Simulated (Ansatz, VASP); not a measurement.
# Bi in VASP and in Ansatz

```
Bi
1.0
     3.48860   -3.13258    0.00000
     3.48860    3.13258    0.00000
    -1.26023    0.00000    3.11355
Bi
2
Direct
  0.24694 0.24694 0.14262
  0.75306 0.75306 0.85738
```

Alike in both runs: task electric field gradients; functional PBE; k mesh 9 × 9 × 13; occupations fermi-dirac, width 0.05 eV; no spin polarisation.

|  | VASP | Ansatz |
| --- | --- | --- |
| version | VASP 6.6.1 | Ansatz 0.2.0 |
| potentials or method | VASP PAW PBE potentials, release 64 (Bi_d) | PAW with Ansatz's default frozen-core files, scalar-relativistic |
| plane-wave cutoff (eV) | 520 | 420 |
| valence electrons in the cell | 30 | 30 |

Ansatz gave:

```
pressure (GPa)                                                : 0.1
traceless stress, the component that is largest in VASP (GPa) : -0.12
rms of the force components (eV/Å)                            : 0.026
size of Vzz on the site where it differs most (V/Å²)          : 113.3
```

Q: Which values does VASP return?

A: Pressure (GPa): 0.0; traceless stress, the component that is largest in VASP (GPa): -0.13; rms of the force components (eV/Å): 0.025; size of Vzz on the site where it differs most (V/Å²): 107.4.

Atom by atom the forces differ by 0.002 eV/Å (rms over components).

Neither program's run includes spin-orbit coupling.
